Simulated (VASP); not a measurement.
# SiNi2 (Pnma) in VASP: a series of runs, part 2 of 2

VASP 6.6.1. The steps go on from the part before.

**3. Single point, PBE, collinear spin, ferromagnetic start**

The input, INCAR:

```
PREC = Accurate
ENCUT = 520
EDIFF = 1E-6
ISMEAR = 0
SIGMA = 0.015
LREAL = F
LASPH = T
NELM = 150
ALGO = Normal
ISIF = 2
LWAVE = F
LCHARG = F
ISPIN = 2
MAGMOM = 1 1 1 1 1 1 1 1 0 0 0 0
LORBIT = 11
LMAXMIX = 4
GGA = PE
NBANDS = 64
KPAR = 2
```

The input, KPOINTS:

```
regular mesh
0
Gamma
  6 7 4
```

The input, POSCAR:

```
SiNi2
1.0
    4.9900000000      0.0000000000      0.0000000000
    0.0000000000      3.7200000000      0.0000000000
    0.0000000000      0.0000000000      7.0300000000
Ni Si
8 4
Direct
    0.3250000000      0.7500000000      0.9370000000
    0.6750000000      0.2500000000      0.0630000000
    0.1750000000      0.2500000000      0.4370000000
    0.8250000000      0.7500000000      0.5630000000
    0.4580000000      0.7500000000      0.2970000000
    0.5420000000      0.2500000000      0.7030000000
    0.0420000000      0.2500000000      0.7970000000
    0.9580000000      0.7500000000      0.2030000000
    0.7860000000      0.7500000000      0.8860000000
    0.2140000000      0.2500000000      0.1140000000
    0.7140000000      0.2500000000      0.3860000000
    0.2860000000      0.7500000000      0.6140000000
```

Potentials or basis: VASP PAW PBE potentials, release 64 (Ni, Si).

Launch:

```console
cat potpaw_PBE.64/Ni/POTCAR potpaw_PBE.64/Si/POTCAR > POTCAR
mpirun -np 2 vasp_std > vasp.out
```

OUTCAR:

```text
PREC = Accurate
   ENCUT = 520
   EDIFF = 1E-6
   ISMEAR = 0
   LREAL = F
   LASPH = T
   NELM = 150
   ISIF = 2
   ISPIN = 2
   LORBIT = 11
   GGA = PE

 ion  position               nearest neighbor table
   1  0.325  0.750  0.937-  12 2.28  10 2.31  10 2.31   9 2.33   7 2.53   7 2.53   5 2.62   8 2.62
                             2 2.70   2 2.70   6 2.71   6 2.71   9 2.71
   2  0.675  0.250  0.063-  11 2.28   9 2.31   9 2.31  10 2.33   8 2.53   8 2.53   6 2.62   7 2.62
                             1 2.70   1 2.70   5 2.71   5 2.71  10 2.71
   3  0.175  0.250  0.437-  10 2.28  12 2.31  12 2.31  11 2.33   5 2.53   5 2.53   7 2.62   6 2.62
                             4 2.70   4 2.70   8 2.71   8 2.71  11 2.71
   4  0.825  0.750  0.563-   9 2.28  11 2.31  11 2.31  12 2.33   6 2.53   6 2.53   8 2.62   5 2.62
                             3 2.70   3 2.70   7 2.71   7 2.71  12 2.71
   5  0.458  0.750  0.297-  11 2.34  11 2.34  12 2.39   3 2.53   3 2.53  10 2.57  10 2.57   8 2.58
                             8 2.58   1 2.62   4 2.62   2 2.71   2 2.71
   6  0.542  0.250  0.703-  12 2.34  12 2.34  11 2.39   4 2.53   4 2.53   9 2.57   9 2.57   7 2.58
                             7 2.58   2 2.62   3 2.62   1 2.71   1 2.71
   7  0.042  0.250  0.797-   9 2.34   9 2.34  10 2.39   1 2.53   1 2.53  12 2.57  12 2.57   6 2.58
                             6 2.58   3 2.62   2 2.62   4 2.71   4 2.71
   8  0.958  0.750  0.203-  10 2.34  10 2.34   9 2.39   2 2.53   2 2.53  11 2.57  11 2.57   5 2.58
                             5 2.58   4 2.62   1 2.62   3 2.71   3 2.71
   9  0.786  0.750  0.886-   4 2.28   2 2.31   2 2.31   1 2.33   7 2.34   7 2.34   8 2.39   6 2.57
                             6 2.57   1 2.71  12 3.14  12 3.14
  10  0.214  0.250  0.114-   3 2.28   1 2.31   1 2.31   2 2.33   8 2.34   8 2.34   7 2.39   5 2.57
                             5 2.57   2 2.71  11 3.14  11 3.14
  11  0.714  0.250  0.386-   2 2.28   4 2.31   4 2.31   3 2.33   5 2.34   5 2.34   6 2.39   8 2.57
                             8 2.57   3 2.71  10 3.14  10 3.14
  12  0.286  0.750  0.614-   1 2.28   3 2.31   3 2.31   4 2.33   6 2.34   6 2.34   5 2.39   7 2.57
                             7 2.57   4 2.71   9 3.14   9 3.14

  LATTYP: Found a simple orthorhombic cell.
 ALAT       =     3.7200000000
 B/A-ratio  =     1.3413978495
 C/A-ratio  =     1.8897849462

  Lattice vectors:

 A1 = (   0.0000000000,  -3.7200000000,   0.0000000000)
 A2 = (   4.9900000000,   0.0000000000,   0.0000000000)
 A3 = (   0.0000000000,   0.0000000000,   7.0300000000)
[... 3262 lines left out ...]
  Total        2.3283865      2.9030098      3.2384104      0.0000000      0.0000000      0.0000000
  in kB       28.5868862     35.6418526     39.7597506      0.0000000      0.0000000      0.0000000
  external PRESSURE =      34.6628298 kB  Pullay stress =       0.0000000 kB

 VOLUME and BASIS-vectors are now :
 -----------------------------------------------------------------------------
  energy-cutoff  :      520.00
  volume of cell :      130.50
      direct lattice vectors                 reciprocal lattice vectors
     4.990000000  0.000000000  0.000000000     0.200400802  0.000000000  0.000000000
     0.000000000  3.720000000  0.000000000     0.000000000  0.268817204  0.000000000
     0.000000000  0.000000000  7.030000000     0.000000000  0.000000000  0.142247511

 POSITION                                       TOTAL-FORCE (eV/Angst)
 -----------------------------------------------------------------------------------
      1.62175      2.79000      6.58711         0.265771     -0.000000      0.231368
      3.36825      0.93000      0.44289        -0.265771      0.000000     -0.231368
      0.87325      0.93000      3.07211        -0.265771     -0.000000      0.231368
      4.11675      2.79000      3.95789         0.265771      0.000000     -0.231368
      2.28542      2.79000      2.08791         0.081822      0.000000     -0.221492
      2.70458      0.93000      4.94209        -0.081822      0.000000      0.221492
      0.20958      0.93000      5.60291        -0.081822     -0.000000     -0.221492
      4.78042      2.79000      1.42709         0.081822      0.000000      0.221492
      3.92214      2.79000      6.22858        -0.032442     -0.000000      0.066407
      1.06786      0.93000      0.80142         0.032442      0.000000     -0.066407
      3.56286      0.93000      2.71358         0.032442      0.000000      0.066407
      1.42714      2.79000      4.31642        -0.032442     -0.000000     -0.066407
 -----------------------------------------------------------------------------------
    total drift:                               -0.000000      0.000000      0.000000

  FREE ENERGIE OF THE ION-ELECTRON SYSTEM (eV)
  ---------------------------------------------------
  free  energy   TOTEN  =       -72.0375345263 eV

  energy  without entropy=      -72.0359224749  energy(sigma->0) =      -72.03672850

 total charge

# of ion       s       p       d       tot
------------------------------------------
    1        0.482   0.601   8.484   9.567
    2        0.482   0.601   8.484   9.567
    3        0.482   0.601   8.484   9.567
    4        0.482   0.601   8.484   9.567
    5        0.446   0.556   8.464   9.467
    6        0.446   0.556   8.464   9.467
    7        0.446   0.556   8.464   9.467
    8        0.446   0.556   8.464   9.467
    9        0.730   0.896   0.000   1.625
   10        0.730   0.896   0.000   1.625
   11        0.730   0.896   0.000   1.625
   12        0.730   0.896   0.000   1.625
--------------------------------------------------
tot          6.634   8.210  67.794  82.638

 magnetization (x)

# of ion       s       p       d       tot
------------------------------------------
    1       -0.000  -0.001  -0.010  -0.012
    2       -0.000  -0.001  -0.010  -0.012
    3       -0.000  -0.001  -0.010  -0.012
    4       -0.000  -0.001  -0.010  -0.012
    5       -0.000  -0.001  -0.016  -0.017
    6       -0.000  -0.001  -0.016  -0.017
    7       -0.000  -0.001  -0.016  -0.017
    8       -0.000  -0.001  -0.016  -0.017
    9       -0.000  -0.002   0.000  -0.002
   10       -0.000  -0.002   0.000  -0.002
   11       -0.000  -0.002   0.000  -0.002
   12       -0.000  -0.002   0.000  -0.002
--------------------------------------------------
tot         -0.004  -0.014  -0.104  -0.122
```

OSZICAR:

```text
N       E                     dE             d eps       ncg     rms          rms(c)
DAV:   1     0.747026650041E+03    0.74703E+03   -0.40784E+04 12288   0.196E+03
DAV:   2     0.260135206479E+00   -0.74677E+03   -0.70722E+03 12288   0.416E+02
DAV:   3    -0.789420130739E+02   -0.79202E+02   -0.72520E+02 12912   0.160E+02
DAV:   4    -0.819021977256E+02   -0.29602E+01   -0.29251E+01 14392   0.309E+01
DAV:   5    -0.819919388814E+02   -0.89741E-01   -0.89691E-01 14920   0.466E+00    0.356E+01
DAV:   6    -0.850889290621E+02   -0.30970E+01   -0.15105E+02 14368   0.130E+02    0.336E+01
DAV:   7    -0.717936416766E+02    0.13295E+02   -0.46837E+01 13952   0.845E+01    0.853E+00
DAV:   8    -0.739198407503E+02   -0.21262E+01   -0.10008E+01 16040   0.634E+01    0.154E+01
DAV:   9    -0.720909754405E+02    0.18289E+01   -0.30998E+00 14928   0.497E+01    0.317E+00
DAV:  10    -0.720370910549E+02    0.53884E-01   -0.69070E-01 14504   0.836E+00    0.115E+00
DAV:  11    -0.720394691329E+02   -0.23781E-02   -0.11814E-01 14440   0.248E+00    0.616E-01
DAV:  12    -0.720381330210E+02    0.13361E-02   -0.34508E-03 14296   0.351E-01    0.366E-01
DAV:  13    -0.720374994380E+02    0.63358E-03   -0.85610E-04 17008   0.258E-01    0.137E-01
DAV:  14    -0.720375286781E+02   -0.29240E-04   -0.21743E-04 15160   0.949E-02    0.579E-02
DAV:  15    -0.720375303806E+02   -0.17025E-05   -0.25579E-05 14224   0.550E-02    0.273E-02
DAV:  16    -0.720375336997E+02   -0.33191E-05   -0.24992E-06  8968   0.172E-02    0.173E-02
DAV:  17    -0.720375345263E+02   -0.82668E-06   -0.19974E-06  8568   0.136E-02
   1 F= -.72037535E+02 E0= -.72036729E+02  d E =-.161205E-02  mag=    -0.1325
```

stdout:

```text
POSCAR found type information on POSCAR NiSi
 POSCAR found :  2 types and      12 ions
 scaLAPACK will be used
 LDA part: xc-table for (Slater+PW92), standard interpolation
 POSCAR, INCAR and KPOINTS ok, starting setup
 FFT: planning ... GRIDC
 FFT: planning ... GRID_SOFT
 FFT: planning ... GRID
 WAVECAR not read
 entering main loop
```

Wall time 6.7 min (2 MPI ranks of Intel Xeon Platinum 8488C (Sapphire Rapids), shared host); peak memory 0.63 GiB.

Results:

```yaml
Free_energy: -72.0375 eV
Pressure: 3.5 GPa
Largest_force: 0.352 eV/Å
Net_moment: -0.13 μB per cell
Valence_electrons_inside_the_program's_atomic_spheres: Ni 9.57, 9.47 (each value once); Si 1.62
```

Forces on the atoms (eV/Å):
```
Ni   0.266  0.000  0.231
Ni  -0.266  0.000 -0.231
Ni  -0.266  0.000  0.231
Ni   0.266  0.000 -0.231
Ni   0.082  0.000 -0.221
Ni  -0.082  0.000  0.221
Ni  -0.082  0.000 -0.221
Ni   0.082  0.000  0.221
Si  -0.032  0.000  0.066
Si   0.032  0.000 -0.066
Si   0.032  0.000  0.066
Si  -0.032  0.000 -0.066
```

Levels at points of the mesh, in eV from the Fermi level:
Spin up:
```
           k point  band 46  band 47  band 48  band 49  band 50  band 51
(0.00, 0.00, 0.00)    -0.94    -0.63    -0.22     0.72     0.91     2.02
(0.50, 0.00, 0.00)    -0.95     1.22     1.22     2.00     2.00     2.68
(0.00, 0.00, 0.50)    -1.06    -0.39    -0.39     0.22     0.22     1.40
(0.50, 0.00, 0.50)    -0.58     0.29     0.29     1.84     1.84     1.93
```
Spin down:
| k point | band 45 | band 46 | band 47 | band 48 | band 49 | band 50 | band 51 | band 52 |
| --- | --- | --- | --- | --- | --- | --- | --- | --- |
| (0.00, 0.00, 0.00) | -1.00 | -0.95 | -0.64 | -0.25 | 0.71 | 0.89 | 2.01 | 2.22 |
| (0.50, 0.00, 0.00) | -0.97 | -0.97 | 1.21 | 1.21 | 1.99 | 1.99 | 2.67 | 2.67 |
| (0.00, 0.00, 0.50) | -1.07 | -1.07 | -0.42 | -0.42 | 0.21 | 0.21 | 1.40 | 1.40 |
| (0.50, 0.00, 0.50) | -0.60 | -0.60 | 0.28 | 0.28 | 1.83 | 1.83 | 1.92 | 1.92 |

Caveat: the cell stands under pressure; the moments typed at the start vanished in this run.
